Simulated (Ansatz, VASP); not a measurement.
## One calculation of TaN, two programs

```
CELL_PARAMETERS angstrom
3.14150 0.00000 0.00000
-1.57075 2.72062 0.00000
0.00000 0.00000 4.94000
ATOMIC_POSITIONS crystal
Ta 0.33333 0.66667 0.00000
Ta 0.66667 0.33333 0.50000
N 0.33333 0.66667 0.38500
N 0.66667 0.33333 0.88500
```

Change from the starting cell: equal xx and yy strain of +3 %.

Alike in both runs: task single point; functional PBEsol; k mesh 9 × 9 × 5; occupations fermi-dirac, width 0.01 eV; no spin polarisation.

|  | VASP | Ansatz |
| --- | --- | --- |
| version | VASP 6.6.1 | Ansatz 0.2.0 |
| potentials or method | VASP PAW PBE potentials, release 64 (Ta_pv, N), cutoff 600 eV | all-electron LAPW, scalar-relativistic |

|  | VASP | Ansatz | Ansatz less VASP |
| --- | --- | --- | --- |
| pressure (GPa) | 89.3 | 85.2 | -4.11 |
| traceless stress, the component that is largest in VASP (GPa) | -3.75 | -3.63 | +0.125 |
| rms of the force components (eV/Å) | 0.441 | 0.447 | +0.0059 |

VASP's potentials were made for PBE, not for PBEsol. Atom by atom the forces differ by 0.006 eV/Å (rms over components). Both programs put the cell under a high pressure, so it lies far from rest at this level. Ansatz ran all-electron here, and VASP with PAW potentials.

Spin-orbit coupling is off throughout. Noted on VASP's run: the cell as given lies far from equilibrium.
